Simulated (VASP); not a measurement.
Here is a VASP 6.6.1 calculation.

File INCAR:

```
SYSTEM = Ca
PREC = Accurate ; ENCUT = 520
EDIFF = 1E-6 ; ISMEAR = 0
SIGMA = 0.1 ; LREAL = .False.
LASPH = .True. ; NELM = 100
ALGO = Fast ; ISIF = 2
LWAVE = .False. ; LCHARG = .False.
LDIPOL = .True. ; IDIPOL = 3
DIPOL = 0.5 0.5 0.500 ; GGA = PS
NBANDS = 44
```

File KPOINTS:

```
regular mesh
0
Gamma
  9 7 1
  0 0 0
```

POSCAR

```
Ca
1.0
    3.8570176973      0.0000000000      0.0000000000
    0.0000000000      5.4546467378      0.0000000000
    0.0000000000      0.0000000000     26.5710530919
Ca
7
Direct
    0.5000000000      0.5000000000      0.2856138473
    0.0000000000      0.0000000000      0.3564673826
    0.5000000000      0.5000000000      0.4272524356
    0.0000000000      0.0000000000      0.5000000040
    0.5000000000      0.5000000000      0.5727475544
    0.0000000000      0.0000000000      0.6435326089
    0.5000000000      0.5000000000      0.7143861672
```

Potentials or basis: VASP PAW PBE potentials, release 64 (Ca_sv).

Run with:

```console
$ cat potpaw_PBE.64/Ca_sv/POTCAR > POTCAR
$ mpirun -np 1 vasp_std > vasp.out
```

Task: What does it give for the band gap on the k mesh?

Result: Zero (bands 35 and 36 overlap by 0.22 eV).

Task: Predict the largest force.

Result: 0.009 eV/Å.

Forces on the atoms (eV/Å):
```
Ca   0.000  0.000 -0.009
Ca   0.000  0.000 -0.001
Ca   0.000  0.000  0.002
Ca   0.000  0.000  0.000
Ca   0.000  0.000 -0.002
Ca   0.000  0.000  0.001
Ca   0.000  0.000  0.009
```

Caveat: the PAW data sets were made with another functional, which shifts forces and pressure a little.
